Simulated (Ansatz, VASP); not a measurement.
Ga4SbAs3: VASP beside Ansatz

```
Ga Sb As
1.0
     5.78072    0.00000    0.00000
     0.00000   -5.78072    0.00000
     0.00000    0.00000   -5.78072
Ga Sb As
4 1 3
Direct
  0.99112 0.50888 0.50888
  0.50888 0.99112 0.50888
  0.50888 0.50888 0.99112
  0.99112 0.99112 0.99112
  0.25000 0.25000 0.25000
  0.75000 0.75000 0.25000
  0.75000 0.25000 0.75000
  0.25000 0.75000 0.75000
```

Alike in both runs: task relaxation of cell and atoms; functional PBEsol; k mesh 6 × 6 × 6; occupations gaussian, width 0.1 eV; no spin polarisation.

```csv
,VASP,Ansatz
version,VASP 6.6.1,Ansatz 0.2.0
potentials or method,"VASP PAW PBE potentials, release 64 (Ga_d, Sb, As), cutoff 600 eV","scalar-relativistic, plane waves, PAW"
valence electrons in the cell,72,112
```

Ansatz gave:

| Item | Value |
| --- | --- |
| gap on the k mesh at the Fermi level, each at its own relaxed structure (eV) | none |
| relaxed volume (Å³/atom) | 24.09 |
| relaxed length of the cell vector where the two differ most in proportion (Å) | 5.777 |

Q: Which values does VASP return?

A: gap on the k mesh at the Fermi level, each at its own relaxed structure (eV): none; relaxed volume (Å³/atom): 24.13; relaxed length of the cell vector where the two differ most in proportion (Å): 5.779.

VASP's potentials were made for PBE, not for PBEsol. A gap of «none» marks a metal or a gap that the smearing closes. VASP's potentials hold 72 valence electrons a cell and Ansatz's 112, so a difference there can come from the potentials and not from the codes.

Neither program's run includes spin-orbit coupling.
